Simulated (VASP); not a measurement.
Set up this calculation in VASP 6.6.1, as the native input.

```
Task                   : single point
Functional             : PBEsol
Potentials or basis    : VASP PAW PBE potentials, release 64 (Cd, S)
Cutoff                 : 520 eV
k mesh                 : 9 × 9 × 4
Occupations            : gaussian, width 0.01 eV
Spin                   : no spin polarisation
Dipole correction      : no
Further INCAR settings : ALGO = Normal; EDIFF = 1e-07; NBANDS = 26
```

The structure of CdS (x) lies in POSCAR:

```
CdS
1.0
    4.1370000000      0.0000000000      0.0000000000
   -2.0685000000      3.5827470955      0.0000000000
    0.0000000000      0.0000000000      6.7160000000
Cd S
2 2
Direct
    0.3333333333      0.6666666667     -0.0092450007
    0.6666666667      0.3333333333      0.4907549993
    0.3333333333      0.6666666667      0.3862450007
    0.6666666667      0.3333333333      0.8862450007
```

These files were run (other wordings do the same):

INCAR

```
PREC     = Accurate       # precision mode
ENCUT    = 520            # plane-wave cutoff, eV
EDIFF    = 1E-7           # SCF threshold, eV
ISMEAR   = 0              # smearing method
SIGMA    = 0.01           # smearing width, eV
LREAL    = F              # projectors in reciprocal space
LASPH    = T              # aspherical terms in the spheres
NELM     = 80             # most SCF steps
ALGO     = Normal         # electronic algorithm
ISIF     = 2              # what is computed and relaxed
LWAVE    = F              # write WAVECAR
LCHARG   = F              # write CHGCAR
GGA      = PS             # functional
NBANDS   = 26             # bands
```

KPOINTS

```
Automatic mesh
0
Gamma
  9 9 4
```

Potentials or basis: VASP PAW PBE potentials, release 64 (Cd, S).

The run is started by

```console
$ cat potpaw_PBE.64/Cd/POTCAR potpaw_PBE.64/S/POTCAR > POTCAR
$ mpirun -np 1 vasp_std > vasp.out
```

It gave:

| Quantity | Value |
| --- | --- |
| Pressure | 0.3 GPa |
| Largest force | 0.443 eV/Å |
| Band gap on the k mesh | 1.14 eV, direct |

Caveat: the PAW data sets were made with another functional, which shifts forces and pressure a little.

Run time: 100 s on 1 thread of Intel(R) Xeon(R) Platinum 8375C CPU @ 2.90GHz (Ice Lake) (shared host), peak memory 0.25 GiB.
